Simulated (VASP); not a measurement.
Li: single point with PBE

Crystal: Li.

```
Li
1.0
     2.40747    0.00000    0.00000
    -1.20374    2.08493    0.00000
     0.00000    0.00000    8.10739
Li
4
Direct
  0.00000 0.00000 0.00000
  0.00000 0.00000 0.50000
  0.33333 0.66667 0.25000
  0.66667 0.33333 0.75000
```

- Program: VASP 6.6.1
- Task: single point
- Functional: PBE
- Potentials or basis: VASP PAW PBE potentials, release 64 (Li_sv)
- Cutoff: 520 eV
- k mesh: 11 × 11 × 7
- Occupations: fermi-dirac, width 0.08 eV
- Spin: no spin polarisation
- Dipole correction: no
- Further INCAR settings: ALGO = Normal; EDIFF = 1e-06; NBANDS = 14

The band gap on the k mesh is zero (band 6 reaches 5.52 eV, above the bottom of band 7 at 0.29 eV).

Levels at points of the mesh, in eV from the Fermi level:
```
           k point  band 2  band 3  band 4  band 5  band 6  band 7  band 8  band 9  band 10  band 11
(0.00, 0.00, 0.00)  -45.69  -45.68  -45.59   -4.14   -3.00   -3.00   -0.77    5.84    12.22    12.23
```

Run time: 13 s on 1 thread of Intel(R) Xeon(R) Platinum 8559C (Emerald Rapids), on a shared host, peak memory 0.15 GiB.
